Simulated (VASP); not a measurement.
## BeTe: single point with LDA

BeTe:

```
Be Te
1.0
     0.00000    2.82862    2.82862
     2.82862    0.00000    2.82862
     2.82862    2.82862    0.00000
Be Te
1 1
Direct
  0.00000 0.00000 0.00000
  0.25000 0.25000 0.25000
```

- Program: VASP 6.6.1
- Task: single point
- Functional: LDA
- Potentials or basis: VASP PAW LDA potentials, release 64 (Be, Te)
- Cutoff: 520 eV
- k mesh: 4 × 4 × 4
- Occupations: gaussian, width 0.01 eV
- Spin: no spin polarisation

* Pressure: -2.5 GPa
* Band gap on the k mesh: 1.88 eV, indirect (least direct gap 3.58 eV)

Levels at points of the mesh, in eV from the valence-band top:
```tsv
k point	band 1	band 2	band 3	band 4	band 5	band 6	band 7	band 8	band 9
(0.00, 0.00, 0.00)	-12.23	0.00	0.00	0.00	3.58	3.58	3.58	3.62	8.13
(0.50, 0.00, 0.00)	-10.93	-5.46	-1.11	-1.11	3.00	4.54	4.54	7.63	10.66
(0.50, 0.50, 0.00)	-10.46	-5.02	-2.60	-2.60	1.88	2.65	9.50	9.50	11.27
```

Wall time 7.7 s on 1 thread of Intel(R) Xeon(R) Platinum 8488C (Sapphire Rapids), with other jobs on the host, peak memory 0.14 GiB.

Caveat: the k points lie up to 0.48 Å⁻¹ apart; spin-orbit coupling is left out, which moves the levels of the heavy elements. A hybrid or GW would open this gap; LDA tends to underestimate it.
